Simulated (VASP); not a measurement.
# Ti (Cmcm) in VASP: single point with PBEsol

Aim: the single point of Ti with PBEsol.

Everything below comes from runs of VASP 6.6.1. Logs are shortened: lines on timing, memory, paths and dates and some standing lists are left out, and cuts for length are marked.

## 1. The cell of the first run

It takes space group Cmcm (No. 63, orthorhombic). The conventional cell has a = 2.951 Å, b = 4.936 Å, c = 4.591 Å, α = 90.00°, β = 90.00°, γ = 90.00°. Within 3.7 Å of Ti (site symmetry m2m) lie 12 Ti at 2.82 to 2.95 Å.

## 2. Single point, PBEsol (strain +0.0175 x Voigt [1, -1, 0, 0, 0, 0])

File INCAR:

```
SYSTEM = Ti
  PREC = Accurate
  ENCUT = 520
  EDIFF = 1E-6
  ISMEAR = 0
  SIGMA = 0.15
  LREAL = .FALSE.
  LASPH = .TRUE.
  NELM = 80
  ALGO = Fast
  ISIF = 2
  LWAVE = .FALSE.
  LCHARG = .TRUE.
  GGA = PS
  LELF = .TRUE.
  LVHAR = .TRUE.
  NBANDS = 19
```

File KPOINTS:

```
Automatic mesh
0
G
  24 24 14
  0 0 0
```

File POSCAR:

```
Ti
1.0
    2.9511928164      0.0000000000      0.0000000000
   -1.4755964082      2.4678931807      0.0000000000
    0.0000000000      0.0000000000      4.5909904469
Ti
2
Direct
    0.3333333333      0.6666666667      0.2500000000
    0.6666666667      0.3333333333      0.7500000000
```

Potentials or basis: VASP PAW PBE potentials, release 64 (Ti_sv).

On the command line:

```bash
> cat potpaw_PBE.64/Ti_sv/POTCAR > POTCAR
> mpirun -np 1 vasp_std > vasp.out
```

OUTCAR:

```text
SYSTEM = Ti
   PREC = Accurate
   ENCUT = 520
   EDIFF = 1E-6
   ISMEAR = 0
   LREAL = .FALSE.
   LASPH = .TRUE.
   NELM = 80
   ISIF = 2
   GGA = PS

 ion  position               nearest neighbor table
   1  0.333  0.667  0.250-   2 2.82   2 2.82   2 2.85   2 2.85   2 2.85   2 2.85
   2  0.667  0.333  0.750-   1 2.82   1 2.82   1 2.85   1 2.85   1 2.85   1 2.85

  Warning from LATTYP: Monoclinic adjustment (A1->A3, A2->A1, A3->A2)!
  LATTYP: Found a base centered orthorhombic cell.
 ALAT       =     2.9511928164
 B/A-ratio  =     1.6724716643
 C/A-ratio  =     1.5556389340

  Lattice vectors:

 A1 = (   1.4755964082,  -2.4678931807,   0.0000000000)
 A2 = (   1.4755964082,   2.4678931807,   0.0000000000)
 A3 = (   0.0000000000,   0.0000000000,   4.5909904469)

Analysis of symmetry for initial positions (statically):
=====================================================================
 Subroutine PRICEL returns:
 Original cell was already a primitive cell.

 Routine SETGRP: Setting up the symmetry group for a
 base centered orthorhombic supercell.

 Subroutine GETGRP returns: Found  8 space group operations
 (whereof  4 operations were pure point group operations)
 out of a pool of  8 trial point group operations.

The static configuration has the point symmetry C_2h.
 The point group associated with its full space group is D_2h.

Analysis of symmetry for dynamics (positions and initial velocities):
=====================================================================
 Subroutine PRICEL returns:
 Original cell was already a primitive cell.

 Routine SETGRP: Setting up the symmetry group for a
 base centered orthorhombic supercell.

 Subroutine GETGRP returns: Found  8 space group operations
 (whereof  4 operations were pure point group operations)
 out of a pool of  8 trial point group operations.

The dynamic configuration has the point symmetry C_2h.
 The point group associated with its full space group is D_2h.

 Subroutine INISYM returns: Found  8 space group operations
 (whereof  4 operations are pure point group operations),
 and found     1 'primitive' translations

----------------------------------------------------------------------------------------

                                     Primitive cell

  volume of cell :      33.4372

  direct lattice vectors                    reciprocal lattice vectors
     2.951192816  0.000000000  0.000000000     0.338846040  0.202601962  0.000000000
    -1.475596408  2.467893181  0.000000000     0.000000000  0.405203924  0.000000000
     0.000000000  0.000000000  4.590990447     0.000000000  0.000000000  0.217817922

  length of vectors
     2.951192816  2.875392410  4.590990447     0.394796396  0.405203924  0.217817922

  position of ions in fractional coordinates (direct lattice)
     0.333333333  0.666666667  0.250000000
     0.666666667  0.333333333  0.750000000

  ion indices of the primitive-cell ions
   primitive index   ion index
                 1           1
                 2           2

----------------------------------------------------------------------------------------

 KPOINTS: Automatic mesh

Automatic generation of k-mesh.
 Grid dimensions read from file:
 generate k-points for:   24   24   14

 Generating k-lattice:

  Cartesian coordinates                     Fractional coordinates (reciprocal lattice)
     0.014118585  0.008441748  0.000000000     0.041666667 -0.000000000  0.000000000
     0.000000000  0.016883497  0.000000000     0.000000000  0.041666667  0.000000000
     0.000000000  0.000000000  0.015558423     0.000000000  0.000000000  0.071428571

  Length of vectors
     0.016449850  0.016883497  0.015558423

  Shift w.r.t. Gamma in fractional coordinates (k-lattice)
     0.000000000  0.000000000  0.000000000

 Subroutine IBZKPT returns following result:
 ===========================================

 Found   1256 irreducible k-points:

 Following reciprocal coordinates:
            Coordinates               Weight
  0.000000  0.000000  0.000000      1.000000
  0.041667  0.000000  0.000000      4.000000
  0.083333  0.000000  0.000000      4.000000
  0.125000 -0.000000  0.000000      4.000000
  0.166667 -0.000000  0.000000      4.000000
  0.208333  0.000000  0.000000      4.000000
[... 16 lines left out ...]
  0.375000  0.041667  0.000000      4.000000
  0.416667  0.041667  0.000000      4.000000
 [... further k-points ...]
   k-points           NKPTS =   1256   k-points in BZ     NKDIM =   1256   number of bands    NBANDS=     19
   number of dos      NEDOS =    301   number of ions     NIONS =      2
   total plane-waves  NPLWV =  20736
   dimension x,y,z NGX =    24 NGY =   24 NGZ =   36
   dimension x,y,z NGXF=    48 NGYF=   48 NGZF=   72
   ions per type =               2
   NGX,Y,Z   is equivalent  to a cutoff of  13.52, 13.88, 13.04 a.u.
   NGXF,Y,Z  is equivalent  to a cutoff of  27.04, 27.75, 26.07 a.u.
 SYSTEM =  Ti
   PREC   = accura    normal or accurate (medium, high low for compatibility)
   ISTART =      0    job   : 0-new  1-cont  2-samecut
   ICHARG =      2    charge: 1-file 2-atom 10-const
   ISPIN  =      1    spin polarized calculation?
   LNONCOLLINEAR =      F non collinear calculations
   LSORBIT =      F    spin-orbit coupling
   LASPH  =      T    aspherical Exc in radial PAW
   ENCUT  =  520.0 eV  38.22 Ry    6.18 a.u.   5.49  5.35  8.54*2*pi/ulx,y,z
   NELM   =     80;   NELMIN=  2; NELMDL= -5     # of ELM steps
   EDIFF  = 0.1E-05   stopping-criterion for ELM
   LREAL  =      F    real-space projection
   EDIFFG = 0.1E-04   stopping-criterion for IOM
   NSW    =      0    number of steps for IOM
   IBRION =     -1    ionic relax: 0-MD 1-quasi-New 2-CG
   NFREE  =      0    steps in history (QN), initial steepest desc. (CG)
   ISIF   =      2    stress and relaxation
   ISYM   =      2    0-nonsym 1-usesym 2-fastsym
   POTIM  = 0.5000    time-step for ionic-motion
   TEBEG  =    0.0;   TEEND  =   0.0 temperature during run
   PSTRESS=    0.0 pullay stress
   NELECT =      24.0000    total number of electrons
   NUPDOWN=      -1.0000    fix difference up-down
   EMIN   =  10.00;   EMAX   =-10.00  energy-range for DOS
   EFERMI =   0.00;   METHOD = LEGACY
   ISMEAR =     0;   SIGMA  =   0.15  broadening in eV -4-tet -1-fermi 0-gaus
   EFERMI_NEDOS =   21; number of points for ismear=-14 and -15
   IALGO  =     68    algorithm
   IMIX   =      4    mixing-type and parameters
     AMIX     =   0.40;   BMIX     =  1.00
     AMIX_MAG =   1.60;   BMIX_MAG =  1.00
  volume/ion in A,a.u.               =      16.72       112.82
  Fermi-wavevector in a.u.,A,eV,Ry     =   1.465779  2.769920 29.232223  2.148508
  Thomas-Fermi vector in A             =   2.581595
   LORBIT       =      0    0 simple, 1 ext, 2 COOP (PROOUT), +10 PAW based schemes
   GGA     = PS    functional components
   LHFCALC =     F    Hartree Fock is set to
   AEXX    =    0.0000 exact exchange contribution
   IVDW    =     0    specifies the selected vdW correction
   LEPSILON=     F    determine dielectric tensor
   LRPA    =     F    only Hartree local field effects (RPA)
 non-spin polarized calculation
 RMM-DIIS sequential band-by-band and
 Gauss-broadening in eV      SIGMA  =   0.15
  energy-cutoff  :      520.00
  volume of cell :       33.44
 maximum number of plane-waves:       922
 NGX is ok and might be reduce to    24
   NGX = 11   NGY = 11   NGZ = 17

 number of electron      24.0000002 magnetization

 Free energy of the ion-electron system (eV)
  ---------------------------------------------------
  ext. energy  EPLUGINS =         0.00000000
  ---------------------------------------------------
  free energy    TOTEN  =       -16.68184517 eV

  energy without entropy =      -16.65833013  energy(sigma->0) =      -16.67008765

 E-fermi :   8.6092     XC(G=0): -11.8182

 val. band max:        8.6090731573   @ k =   0.5000   0.1667   0.3571
 cond. band min:       8.6100970960   @ k =   0.2500   0.2083   0.5000
 fundamental gap:      0.0010239386
 Fermi energy:         8.6091646149

 k-point     1 :       0.0000    0.0000    0.0000
  band No.  band energies     occupation
      1     -47.9467      2.00000
      2     -47.7835      2.00000
      3     -24.6849      2.00000
      4     -23.9680      2.00000
      5     -23.9367      2.00000
      6     -23.8712      2.00000
[... 11 lines left out ...]
     18      10.3516      0.00000
     19      11.8791      0.00000

 k-point     2 :       0.0417    0.0000    0.0000
  band No.  band energies     occupation
      1     -47.9447      2.00000
      2     -47.7827      2.00000
      3     -24.6806      2.00000
      4     -23.9750      2.00000
      5     -23.9416      2.00000
      6     -23.8730      2.00000
[... 11 lines left out ...]
     18      10.3178      0.00000
     19      11.9522      0.00000

 k-point     3 :       0.0833    0.0000    0.0000
  band No.  band energies     occupation
      1     -47.9388      2.00000
      2     -47.7805      2.00000
      3     -24.6679      2.00000
      4     -23.9979      2.00000
      5     -23.9533      2.00000
      6     -23.8844      2.00000
[... 11 lines left out ...]
     18      10.2312      0.00000
     19      12.0063      0.00000

 k-point     4 :       0.1250   -0.0000    0.0000
  band No.  band energies     occupation
      1     -47.9294      2.00000
      2     -47.7770      2.00000
      3     -24.6471      2.00000
      4     -24.0377      2.00000
      5     -23.9681      2.00000
      6     -23.9253      2.00000
[... 11 lines left out ...]
     18      10.3425      0.00000
     19      12.0669      0.00000

 k-point     5 :       0.1667   -0.0000    0.0000
  band No.  band energies     occupation
      1     -47.9170      2.00000
      2     -47.7727      2.00000
      3     -24.6192      2.00000
      4     -24.0916      2.00000
      5     -23.9854      2.00000
      6     -23.9793      2.00000
[... 11 lines left out ...]
     18      10.5281      0.00000
     19      12.1323      0.00000
[... 334 lines left out ...]
      2     -47.7568      2.00000
      3     -24.4777      2.00000
      4     -24.3299      2.00000
      5     -24.2150      2.00000
      6     -24.0497      2.00000
[... 11 lines left out ...]
     18      11.5744      0.00000
     19      12.3041      0.00000

 k-point    22 :       0.3333    0.0417    0.0000
  band No.  band energies     occupation
      1     -47.8421      2.00000
      2     -47.7547      2.00000
      3     -24.4348      2.00000
      4     -24.3894      2.00000
      5     -24.2675      2.00000
      6     -24.0673      2.00000
[... 11 lines left out ...]
     18      11.9351      0.00000
     19      12.3357      0.00000

 k-point    23 :       0.3750    0.0417    0.0000
  band No.  band energies     occupation
      1     -47.8281      2.00000
      2     -47.7540      2.00000
      3     -24.4375      2.00000
      4     -24.3950      2.00000
      5     -24.3091      2.00000
      6     -24.0817      2.00000
[... 11 lines left out ...]
     18      12.3258      0.00000
     19      12.3581      0.00000

 k-point    24 :       0.4167    0.0417    0.0000
  band No.  band energies     occupation
      1     -47.8175      2.00000
      2     -47.7544      2.00000
      3     -24.4710      2.00000
      4     -24.3630      2.00000
      5     -24.3373      2.00000
      6     -24.0923      2.00000
[... 11 lines left out ...]
     18      12.3723      0.00000
     19      12.7582      0.00000

 [... further k-points ...]
[... 5 lines left out ...]
  --------------------------------------------------------------------------------------
  -------------------------------------------------------------------------------------
  Total       -0.4966340      0.4309543     -0.0794950      0.0000000      0.0000000      0.0000000
  in kB      -23.7967000     20.6495911     -3.8090777      0.0000000      0.0000000      0.0000000
  external PRESSURE =      -2.3187289 kB  Pullay stress =       0.0000000 kB

 VOLUME and BASIS-vectors are now :
 -----------------------------------------------------------------------------
  energy-cutoff  :      520.00
  volume of cell :       33.44
      direct lattice vectors                 reciprocal lattice vectors
     2.951192816  0.000000000  0.000000000     0.338846040  0.202601962  0.000000000
    -1.475596408  2.467893181  0.000000000     0.000000000  0.405203924  0.000000000
     0.000000000  0.000000000  4.590990447     0.000000000  0.000000000  0.217817922

 POSITION                                       TOTAL-FORCE (eV/Angst)
 -----------------------------------------------------------------------------------
     -0.00000      1.64526      1.14775         0.000000     -0.099562     -0.000000
      1.47560      0.82263      3.44324         0.000000      0.099562      0.000000
 -----------------------------------------------------------------------------------
    total drift:                               -0.000000      0.000000     -0.000000

  FREE ENERGIE OF THE ION-ELECTRON SYSTEM (eV)
  ---------------------------------------------------
  free  energy   TOTEN  =       -16.6818451682 eV

  energy  without entropy=      -16.6583301279  energy(sigma->0) =      -16.67008765
```

Wall time 35 min (1 thread of Oxide Virtual Turin-like, shared host); peak memory 0.66 GiB.

Results:

```
Free energy            : -16.6818 eV
Pressure               : -0.2 GPa
Largest force          : 0.100 eV/Å
Band gap on the k mesh : zero (band 12 reaches 9.51 eV, above the bottom of band 13 at 8.26 eV)
```

Forces in eV/Å, atoms in the order of the input:
```
Ti   0.000 -0.100  0.000
Ti   0.000  0.100  0.000
```

Levels at points of the mesh, in eV from the Fermi level:
| k point | band 8 | band 9 | band 10 | band 11 | band 12 | band 13 | band 14 | band 15 | band 16 | band 17 |
| --- | --- | --- | --- | --- | --- | --- | --- | --- | --- | --- |
| (0.00, 0.00, 0.00) | -32.43 | -6.29 | -2.78 | 0.57 | 0.90 | 0.93 | 1.03 | 1.13 | 1.53 | 1.64 |
| (0.50, 0.00, 0.00) | -32.51 | -2.41 | -2.25 | -1.94 | -0.65 | 0.51 | 0.71 | 1.17 | 3.49 | 3.73 |
| (0.00, 0.50, 0.00) | -32.56 | -2.37 | -2.29 | -1.94 | -0.42 | 0.30 | 0.71 | 1.39 | 3.58 | 3.73 |
| (0.00, 0.00, 0.50) | -32.49 | -4.38 | -4.38 | 0.10 | 0.10 | 0.50 | 0.50 | 0.90 | 0.90 | 2.89 |
| (0.50, 0.00, 0.50) | -32.61 | -2.66 | -2.66 | -0.86 | -0.86 | 1.37 | 1.37 | 1.88 | 1.88 | 3.62 |
| (0.00, 0.50, 0.50) | -32.66 | -2.63 | -2.63 | -0.83 | -0.83 | 1.61 | 1.61 | 1.67 | 1.67 | 3.72 |

Caveat: the cell differs from its parent crystal (strain +0.0175 x Voigt [1, -1, 0, 0, 0, 0]); the PAW data sets were made with another functional, which shifts forces and pressure a little.
